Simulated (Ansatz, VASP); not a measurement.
# One calculation of Sb, two programs

Contents of INCAR:

```
ALGO     = Normal         # electronic algorithm
EDIFF    = 1E-6           # SCF threshold, eV
ENCUT    = 520            # plane-wave cutoff, eV
GGA      = PE             # functional
ISIF     = 2              # what is computed and relaxed
ISMEAR   = 0              # smearing method
IVDW     = 12             # dispersion correction
LASPH    = T              # aspherical terms in the spheres
LCHARG   = T              # write CHGCAR
LELF     = T              # ELF
LREAL    = F              # projectors in reciprocal space
LVHAR    = T            
LWAVE    = F              # write WAVECAR
NBANDS   = 12             # bands
NELM     = 80             # most SCF steps
PREC     = Accurate       # precision mode
SIGMA    = 0.15           # smearing width, eV
```

File KPOINTS:

```
k-points
0
Gamma
  18 18 10
```

Contents of POSCAR:

```
Sb
1.0
    3.3184651768      0.0000000000      0.0000000000
   -1.6592325884      2.8738751447      0.0000000000
    0.0000000000      0.0000000000      5.2500500000
Sb
2
Direct
    0.3333333333      0.6666666667      0.2500000000
    0.6666666667      0.3333333333      0.7500000000
```

Input for Ansatz:

```yaml
crystal:
  lattice:
    - [3.3184651768, 0.0, 0.0]
    - [-1.6592325884, 2.8738751447, 0.0]
    - [0.0, 0.0, 5.25005]
  atoms:
    - { symbol: Sb, position: [0.3333333333, 0.6666666667, 0.25] }
    - { symbol: Sb, position: [0.6666666667, 0.3333333333, 0.75] }
basis:
  ecutwfc: 420
kpoints:
  mp_grid: { grid: [18, 18, 10] }
hamiltonian:
  xc: pbe
  dispersion: d3bj
scf:
  occupations: { method: gaussian, width: 0.15 }
output:
  forces: true
  stress: true
  eigenvalues: true
```

Change from the starting cell: strain -0.015 along x and y, -0.015 along z, atoms carried along.

Alike in both runs: task single point; functional PBE; dispersion D3(BJ); k mesh 18 × 18 × 10; occupations gaussian, width 0.15 eV; no spin polarisation.

```csv
,VASP,Ansatz
version,VASP 6.6.1,Ansatz 0.2.0
potentials or method,"VASP PAW PBE potentials, release 64 (Sb), cutoff 520 eV","scalar-relativistic, plane waves, PAW"
valence electrons in the cell,10,30
```

```tsv
	VASP	Ansatz	Ansatz less VASP
gap on the k mesh at the Fermi level (eV)	none	none	-
pressure (GPa)	3.0	3.1	+0.13
traceless stress, the component that is largest in VASP (GPa)	1.41	1.41	0.000
```

A gap of «none» marks a metal or a gap that the smearing closes. VASP's potentials hold 10 valence electrons a cell and Ansatz's 30, so a difference there can come from the potentials and not from the codes.

Spin-orbit coupling is off throughout.
